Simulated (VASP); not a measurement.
Wanted: the native input for a VASP 6.6.1 run.

| Item | Value |
| --- | --- |
| Task | single point |
| Functional | PBEsol |
| Potentials or basis | VASP PAW PBE potentials, release 64 (Rb_sv) |
| Cutoff | 520 eV |
| k mesh | 7 × 7 × 7 |
| Occupations | fermi-dirac, width 0.05 eV |
| Spin | no spin polarisation |
| Dipole correction | no |
| Further INCAR settings | ALGO = Normal; EDIFF = 1e-06; NBANDS = 10 |

The structure of Rb lies in POSCAR:

```
Rb
1.0
   -2.4733167984      2.4733167984      2.4733167984
    2.4733167984     -2.4733167984      2.4733167984
    2.4733167984      2.4733167984     -2.4733167984
Rb
1
Direct
    0.0000000000      0.0000000000      0.0000000000
```

The input as run:

INCAR

```
SYSTEM = Rb
ALGO = Normal
EDIFF = 1E-6
ENCUT = 520
GGA = PS
ISIF = 2
ISMEAR = -1
LASPH = .True.
LCHARG = .True.
LELF = .True.
LREAL = .False.
LVHAR = .True.
LWAVE = .False.
NBANDS = 10
NELM = 100
PREC = Accurate
SIGMA = 0.05
```

KPOINTS

```
k-points
0
Gamma
  7 7 7
  0 0 0
```

Potentials or basis: VASP PAW PBE potentials, release 64 (Rb_sv).

Run with:

```sh
$ cat potpaw_PBE.64/Rb_sv/POTCAR > POTCAR
$ mpirun -np 1 vasp_std > vasp.out
```

It gave:

```json
{
  "Pressure": "2.0 GPa",
  "Band gap on the k mesh": "zero (an odd number of electrons rules out a gap without spin polarisation)"
}
```

Caveat: the PAW data sets were made with another functional, which shifts forces and pressure a little.

Run time: 15 s on 1 thread of Intel Xeon 8259CL, with other jobs on the host, peak memory 0.17 GiB.
